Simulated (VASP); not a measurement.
# BiSb (R3m) in VASP: notebook

Runs on BiSb. Level: LDA. Tasks: single point.

Program: VASP 6.6.1. These are calculated values, not measurements. Logs are shortened: lines on timing, memory, paths and dates and some standing lists are left out, and cuts for length are marked.

### Step 1. The cell of the first run

The structure is trigonal, space group R3m (No. 160). Conventional cell: a = 4.514 Å, b = 4.514 Å, c = 11.605 Å, α = 90.00°, β = 90.00°, γ = 120.00°. Sb (site symmetry 3m) has 6 Bi at 3.01 to 3.51 Å within 4.0 Å. Bi (site symmetry 3m) has 6 Sb at 3.01 to 3.51 Å within 4.0 Å.

### Step 2. Single point, LDA

File INCAR:

```
PREC = Accurate
ENCUT = 500
EDIFF = 1E-6
ISMEAR = 0
SIGMA = 0.05
LREAL = F
LASPH = T
NELM = 120
ALGO = Normal
ISIF = 2
LWAVE = F
LCHARG = F
NBANDS = 17
GGA_COMPAT = F
```

File KPOINTS:

```
regular mesh
0
Gamma
  5 5 5
```

File POSCAR:

```
BiSb
1.0
    2.2567966307      1.3029621452      3.8684260236
   -2.2567966307      1.3029621452      3.8684260236
    0.0000000000     -2.6059242804      3.8684260236
Sb Bi
1 1
Direct
    0.7680311600      0.7680311600      0.7680311600
    0.2319674900      0.2319674900      0.2319674900
```

Potentials or basis: VASP PAW LDA potentials, release 64 (Sb, Bi_d).

Run with:

```sh
$ cat potpaw_LDA.64/Sb/POTCAR potpaw_LDA.64/Bi_d/POTCAR > POTCAR
$ mpirun -np 1 vasp_std > vasp.out
```

OUTCAR:

```text
PREC = Accurate
   ENCUT = 500
   EDIFF = 1E-6
   ISMEAR = 0
   LREAL = F
   LASPH = T
   NELM = 120
   ISIF = 2

 ion  position               nearest neighbor table
   1  0.768  0.768  0.768-   2 3.01   2 3.01   2 3.01   2 3.51   2 3.51   2 3.51
   2  0.232  0.232  0.232-   1 3.01   1 3.01   1 3.01   1 3.51   1 3.51   1 3.51

  LATTYP: Found a trigonal (rhomboedric) cell.
 ALAT       =     4.6642857207
 COS(alpha) =     0.5317858301

  Lattice vectors:

 A1 = (   2.2567966307,   1.3029621452,   3.8684260236)
 A2 = (  -2.2567966307,   1.3029621452,   3.8684260236)
 A3 = (   0.0000000000,  -2.6059242804,   3.8684260236)

Analysis of symmetry for initial positions (statically):
=====================================================================
 Subroutine PRICEL returns:
 Original cell was already a primitive cell.

 Routine SETGRP: Setting up the symmetry group for a
 trigonal (rhombohedral) supercell.

 Subroutine GETGRP returns: Found  6 space group operations
 (whereof  6 operations were pure point group operations)
 out of a pool of 12 trial point group operations.

The static configuration has the point symmetry C_3v.

Analysis of symmetry for dynamics (positions and initial velocities):
=====================================================================
 Subroutine PRICEL returns:
 Original cell was already a primitive cell.

 Routine SETGRP: Setting up the symmetry group for a
 trigonal (rhombohedral) supercell.

 Subroutine GETGRP returns: Found  6 space group operations
 (whereof  6 operations were pure point group operations)
 out of a pool of 12 trial point group operations.

The dynamic configuration has the point symmetry C_3v.

 Subroutine INISYM returns: Found  6 space group operations
 (whereof  6 operations are pure point group operations),
 and found     1 'primitive' translations

----------------------------------------------------------------------------------------

                                     Primitive cell

  volume of cell :      68.2511

  direct lattice vectors                    reciprocal lattice vectors
     2.256796631  1.302962145  3.868426024     0.221552972  0.127913668  0.086167690
    -2.256796631  1.302962145  3.868426024    -0.221552972  0.127913668  0.086167690
     0.000000000 -2.605924280  3.868426024     0.000000000 -0.255827336  0.086167690

  length of vectors
     4.664285721  4.664285721  4.664285718     0.269949063  0.269949063  0.269949063

  position of ions in fractional coordinates (direct lattice)
     0.768031160  0.768031160  0.768031160
     0.231967490  0.231967490  0.231967490

  ion indices of the primitive-cell ions
   primitive index   ion index
                 1           1
                 2           2

----------------------------------------------------------------------------------------

 KPOINTS: regular mesh

Automatic generation of k-mesh.
 Grid dimensions read from file:
 generate k-points for:    5    5    5

 Generating k-lattice:

  Cartesian coordinates                     Fractional coordinates (reciprocal lattice)
     0.044310594  0.025582734  0.017233538     0.200000000  0.000000000  0.000000000
    -0.044310594  0.025582734  0.017233538     0.000000000  0.200000000  0.000000000
     0.000000000 -0.051165467  0.017233538    -0.000000000 -0.000000000  0.200000000

  Length of vectors
     0.053989813  0.053989813  0.053989813

  Shift w.r.t. Gamma in fractional coordinates (k-lattice)
     0.000000000  0.000000000  0.000000000

 Subroutine IBZKPT returns following result:
 ===========================================

 Found     19 irreducible k-points:

 Following reciprocal coordinates:
            Coordinates               Weight
  0.000000  0.000000  0.000000      1.000000
  0.200000  0.000000  0.000000      6.000000
  0.400000 -0.000000 -0.000000      6.000000
  0.200000  0.200000 -0.000000      6.000000
  0.400000  0.200000 -0.000000     12.000000
 -0.400000  0.200000  0.000000     12.000000
[... 11 lines left out ...]
  0.400000  0.400000  0.400000      2.000000
 -0.400000  0.400000  0.400000      6.000000
   k-points           NKPTS =     19   k-points in BZ     NKDIM =     19   number of bands    NBANDS=     17
   number of dos      NEDOS =    301   number of ions     NIONS =      2
   total plane-waves  NPLWV =  46656
   dimension x,y,z NGX =    36 NGY =   36 NGZ =   36
   dimension x,y,z NGXF=    72 NGYF=   72 NGZF=   72
   ions per type =               1   1
   NGX,Y,Z   is equivalent  to a cutoff of  12.83, 12.83, 12.83 a.u.
   NGXF,Y,Z  is equivalent  to a cutoff of  25.66, 25.66, 25.66 a.u.
 SYSTEM =  unknown system
   PREC   = accura    normal or accurate (medium, high low for compatibility)
   ISTART =      0    job   : 0-new  1-cont  2-samecut
   ICHARG =      2    charge: 1-file 2-atom 10-const
   ISPIN  =      1    spin polarized calculation?
   LNONCOLLINEAR =      F non collinear calculations
   LSORBIT =      F    spin-orbit coupling
   LASPH  =      T    aspherical Exc in radial PAW
   ENCUT  =  500.0 eV  36.75 Ry    6.06 a.u.   8.50  8.50  8.50*2*pi/ulx,y,z
   NELM   =    120;   NELMIN=  2; NELMDL= -5     # of ELM steps
   EDIFF  = 0.1E-05   stopping-criterion for ELM
   LREAL  =      F    real-space projection
   EDIFFG = 0.1E-04   stopping-criterion for IOM
   NSW    =      0    number of steps for IOM
   IBRION =     -1    ionic relax: 0-MD 1-quasi-New 2-CG
   NFREE  =      0    steps in history (QN), initial steepest desc. (CG)
   ISIF   =      2    stress and relaxation
   ISYM   =      2    0-nonsym 1-usesym 2-fastsym
   POTIM  = 0.5000    time-step for ionic-motion
   TEBEG  =    0.0;   TEEND  =   0.0 temperature during run
   PSTRESS=    0.0 pullay stress
   NELECT =      20.0000    total number of electrons
   NUPDOWN=      -1.0000    fix difference up-down
   EMIN   =  10.00;   EMAX   =-10.00  energy-range for DOS
   EFERMI =   0.00;   METHOD = LEGACY
   ISMEAR =     0;   SIGMA  =   0.05  broadening in eV -4-tet -1-fermi 0-gaus
   EFERMI_NEDOS =   21; number of points for ismear=-14 and -15
   IALGO  =     38    algorithm
   IMIX   =      4    mixing-type and parameters
     AMIX     =   0.40;   BMIX     =  1.00
     AMIX_MAG =   1.60;   BMIX_MAG =  1.00
  volume/ion in A,a.u.               =      34.13       230.29
  Fermi-wavevector in a.u.,A,eV,Ry     =   1.087381  2.054851 16.087481  1.182397
  Thomas-Fermi vector in A             =   2.223539
   LORBIT       =      0    0 simple, 1 ext, 2 COOP (PROOUT), +10 PAW based schemes
   GGA     = CA    functional components
   LHFCALC =     F    Hartree Fock is set to
   AEXX    =    0.0000 exact exchange contribution
   IVDW    =     0    specifies the selected vdW correction
   LEPSILON=     F    determine dielectric tensor
   LRPA    =     F    only Hartree local field effects (RPA)
 non-spin polarized calculation
 Gauss-broadening in eV      SIGMA  =   0.05
  energy-cutoff  :      500.00
  volume of cell :       68.25
 maximum number of plane-waves:      1750
 NGX is ok and might be reduce to    36
   NGX = 17   NGY = 17   NGZ = 17

 number of electron      20.0000000 magnetization

 Free energy of the ion-electron system (eV)
  ---------------------------------------------------
  ext. energy  EPLUGINS =         0.00000000
  ---------------------------------------------------
  free energy    TOTEN  =        -9.38378646 eV

  energy without entropy =       -9.38378646  energy(sigma->0) =       -9.38378646

 E-fermi :   6.0314     XC(G=0):  -9.5764

 val. band max:        5.8040749693   @ k =   0.4000   0.2000   0.2000
 cond. band min:       6.2733566357   @ k =   0.4000  -0.0000  -0.0000
 fundamental gap:      0.4692816664
 Fermi energy:         6.0313646547

 k-point     1 :       0.0000    0.0000    0.0000
  band No.  band energies     occupation
      1     -16.8161      2.00000
      2     -16.8161      2.00000
      3     -16.8011      2.00000
      4     -16.8001      2.00000
      5     -16.8001      2.00000
      6      -6.6718      2.00000
[... 9 lines left out ...]
     16      11.6657      0.00000
     17      12.6025      0.00000

 k-point     2 :       0.2000    0.0000    0.0000
  band No.  band energies     occupation
      1     -16.8185      2.00000
      2     -16.8160      2.00000
      3     -16.7997      2.00000
      4     -16.7986      2.00000
      5     -16.7985      2.00000
      6      -6.3116      2.00000
[... 9 lines left out ...]
     16      11.9584      0.00000
     17      14.6865      0.00000

 k-point     3 :       0.4000   -0.0000   -0.0000
  band No.  band energies     occupation
      1     -16.8225      2.00000
      2     -16.8168      2.00000
      3     -16.7992      2.00000
      4     -16.7948      2.00000
      5     -16.7944      2.00000
      6      -5.3791      2.00000
[... 9 lines left out ...]
     16      13.8861      0.00000
     17      15.6180      0.00000

 k-point     4 :       0.2000    0.2000   -0.0000
  band No.  band energies     occupation
      1     -16.8207      2.00000
      2     -16.8142      2.00000
      3     -16.8017      2.00000
      4     -16.7970      2.00000
      5     -16.7970      2.00000
      6      -6.2224      2.00000
[... 9 lines left out ...]
     16      12.8460      0.00000
     17      13.4145      0.00000

 k-point     5 :       0.4000    0.2000   -0.0000
  band No.  band energies     occupation
      1     -16.8234      2.00000
      2     -16.8149      2.00000
      3     -16.8006      2.00000
      4     -16.7951      2.00000
      5     -16.7933      2.00000
      6      -5.5127      2.00000
[... 9 lines left out ...]
     16      14.5460      0.00000
     17      15.2096      0.00000

 k-point     6 :      -0.4000    0.2000    0.0000
  band No.  band energies     occupation
      1     -16.8231      2.00000
      2     -16.8169      2.00000
      3     -16.7977      2.00000
      4     -16.7953      2.00000
      5     -16.7931      2.00000
      6      -4.9362      2.00000
[... 9 lines left out ...]
     16      13.6674      0.00000
     17      16.1819      0.00000

 k-point     7 :      -0.2000    0.2000    0.0000
  band No.  band energies     occupation
      1     -16.8214      2.00000
      2     -16.8159      2.00000
      3     -16.7992      2.00000
      4     -16.7969      2.00000
      5     -16.7950      2.00000
      6      -5.7373      2.00000
[... 9 lines left out ...]
     16      14.0049      0.00000
     17      14.5425      0.00000

 k-point     8 :       0.4000    0.4000   -0.0000
  band No.  band energies     occupation
      1     -16.8283      2.00000
      2     -16.8113      2.00000
      3     -16.8039      2.00000
      4     -16.7915      2.00000
      5     -16.7907      2.00000
      6      -5.2146      2.00000
[... 9 lines left out ...]
     16      14.6841      0.00000
     17      16.1226      0.00000
[... 103 lines left out ...]
      1     -16.8230      2.00000
      2     -16.8152      2.00000
      3     -16.8007      2.00000
      4     -16.7949      2.00000
      5     -16.7941      2.00000
      6      -5.6667      2.00000
[... 9 lines left out ...]
     16      14.7453      0.00000
     17      15.1930      0.00000

 k-point    15 :      -0.4000    0.4000    0.2000
  band No.  band energies     occupation
      1     -16.8249      2.00000
      2     -16.8150      2.00000
      3     -16.7992      2.00000
      4     -16.7955      2.00000
      5     -16.7911      2.00000
      6      -5.0529      2.00000
[... 9 lines left out ...]
     16      14.9409      0.00000
     17      15.8224      0.00000

 k-point    16 :      -0.2000    0.4000    0.2000
  band No.  band energies     occupation
      1     -16.8254      2.00000
      2     -16.8147      2.00000
      3     -16.7995      2.00000
      4     -16.7946      2.00000
      5     -16.7911      2.00000
      6      -4.8842      2.00000
[... 9 lines left out ...]
     16      14.9635      0.00000
     17      15.7377      0.00000

 k-point    17 :      -0.4000   -0.4000    0.2000
  band No.  band energies     occupation
      1     -16.8277      2.00000
      2     -16.8127      2.00000
      3     -16.8020      2.00000
      4     -16.7914      2.00000
      5     -16.7913      2.00000
      6      -4.9337      2.00000
[... 9 lines left out ...]
     16      14.8405      0.00000
     17      16.3244      0.00000

 k-point    18 :       0.4000    0.4000    0.4000
  band No.  band energies     occupation
      1     -16.8195      2.00000
      2     -16.8195      2.00000
      3     -16.7993      2.00000
      4     -16.7953      2.00000
      5     -16.7953      2.00000
      6      -5.7120      2.00000
[... 9 lines left out ...]
     16      13.7831      0.00000
     17      15.9131      0.00000

 k-point    19 :      -0.4000    0.4000    0.4000
  band No.  band energies     occupation
      1     -16.8222      2.00000
      2     -16.8174      2.00000
      3     -16.7977      2.00000
      4     -16.7956      2.00000
      5     -16.7941      2.00000
      6      -5.3238      2.00000
[... 9 lines left out ...]
     16      13.6660      0.00000
     17      15.9092      0.00000

------------------------ aborting loop because EDIFF is reached ----------------------------------------

  FORCE on cell =-STRESS in cart. coord.  units (eV):
  Direction    XX          YY          ZZ          XY          YZ          ZX
  --------------------------------------------------------------------------------------
  -------------------------------------------------------------------------------------
  Total       -1.3898165     -1.3898165     -1.1719790      0.0000000     -0.0000000      0.0000000
  in kB      -32.6255837    -32.6255837    -27.5119049      0.0000000     -0.0000000      0.0000000
  external PRESSURE =     -30.9210241 kB  Pullay stress =       0.0000000 kB

 VOLUME and BASIS-vectors are now :
 -----------------------------------------------------------------------------
  energy-cutoff  :      500.00
  volume of cell :       68.25
      direct lattice vectors                 reciprocal lattice vectors
     2.256796631  1.302962145  3.868426024     0.221552972  0.127913668  0.086167690
    -2.256796631  1.302962145  3.868426024    -0.221552972  0.127913668  0.086167690
     0.000000000 -2.605924280  3.868426024     0.000000000 -0.255827336  0.086167690

 POSITION                                       TOTAL-FORCE (eV/Angst)
 -----------------------------------------------------------------------------------
      0.00000      0.00000      8.91322         0.000000      0.000000      0.042746
      0.00000      0.00000      2.69205         0.000000     -0.000000     -0.042746
 -----------------------------------------------------------------------------------
    total drift:                               -0.000000     -0.000000      0.000236

  FREE ENERGIE OF THE ION-ELECTRON SYSTEM (eV)
  ---------------------------------------------------
  free  energy   TOTEN  =        -9.3837864590 eV

  energy  without entropy=       -9.3837864590  energy(sigma->0) =       -9.38378646
```

Wall time 16 s (1 thread of AMD EPYC 7R13 (Zen 3), shared host); peak memory 0.15 GiB.

Results:

```
Free energy            : -9.3838 eV
Pressure               : -3.1 GPa
Largest force          : 0.043 eV/Å
Band gap on the k mesh : 0.47 eV (least direct gap 0.68 eV)
```

Forces on the atoms (eV/Å):
```
Sb   0.000  0.000  0.043
Bi   0.000  0.000 -0.043
```

Stress tensor (GPa, compression positive):
```
-3.26  0.00  0.00
 0.00 -3.26  0.00
 0.00  0.00 -2.75
```

Levels at points of the mesh, in eV from the valence-band top:
```
           k point  band 7  band 8  band 9  band 10  band 11  band 12  band 13  band 14
(0.00, 0.00, 0.00)   -6.02   -1.25   -1.25    -1.24     2.38     2.99     2.99     5.71
```

Caveat: the cell stands under tension; spin-orbit coupling is left out, which moves the levels of the heavy elements; an odd mesh through Γ misses points on the zone boundary, where band edges can lie.

[end of part 1 of 2]
